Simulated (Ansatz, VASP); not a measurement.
One calculation of HfC, two programs

File INCAR:

```
ALGO     = Normal         # electronic algorithm
EDIFF    = 1E-6           # SCF threshold, eV
ENCUT    = 520            # plane-wave cutoff, eV
GGA      = PE             # functional
ISIF     = 2              # what is computed and relaxed
ISMEAR   = 0              # smearing method
LASPH    = T              # aspherical terms in the spheres
LCHARG   = F              # write CHGCAR
LREAL    = F              # projectors in reciprocal space
LWAVE    = F              # write WAVECAR
NBANDS   = 14             # bands
NELM     = 80             # most SCF steps
PREC     = Accurate       # precision mode
SIGMA    = 0.15           # smearing width, eV
```

KPOINTS

```
k-points
0
Gamma
  18 18 18
```

File POSCAR:

```
HfC
1.0
    0.0000000000      2.3250000000      2.3250000000
    2.3250000000      0.0000000000      2.3250000000
    2.3250000000      2.3250000000      0.0000000000
Hf C
1 1
Direct
    0.5000000000      0.5000000000      0.5000000000
    0.0000000000      0.0000000000     -0.0684296885
```

Input for Ansatz:

```yaml
crystal:
  lattice:
    - [0.0, 2.325, 2.325]
    - [2.325, 0.0, 2.325]
    - [2.325, 2.325, 0.0]
  atoms:
    - { symbol: Hf, position: [0.5, 0.5, 0.5] }
    - { symbol: C, position: [0.0, 0.0, -0.0684296885] }
basis:
  ecutwfc: 420
kpoints:
  mp_grid: { grid: [18, 18, 18] }
hamiltonian:
  xc: pbe
scf:
  occupations: { method: gaussian, width: 0.15 }
output:
  forces: true
  stress: true
  eigenvalues: true
```

Alike in both runs: task single point; functional PBE; k mesh 18 × 18 × 18; occupations gaussian, width 0.15 eV; no spin polarisation.

|  | VASP | Ansatz |
| --- | --- | --- |
| version | VASP 6.6.1 | Ansatz 0.2.0 |
| potentials or method | VASP PAW PBE potentials, release 64 (Hf_pv, C), cutoff 520 eV | scalar-relativistic, plane waves, PAW |
| valence electrons in the cell | 14 | 30 |

```tsv
	VASP	Ansatz	Ansatz less VASP
gap on the k mesh at the Fermi level (eV)	none	none	-
pressure (GPa)	4.1	4.7	+0.62
traceless stress, the component that is largest in VASP (GPa)	-5.59	-5.49	+0.093
rms of the force components (eV/Å)	0.950	0.956	+0.0062
```

Atom by atom the forces differ by 0.006 eV/Å (rms over components). A gap of «none» marks a metal or a gap that the smearing closes. VASP's potentials hold 14 valence electrons a cell and Ansatz's 30, so a difference there can come from the potentials and not from the codes.

Neither program's run includes spin-orbit coupling.
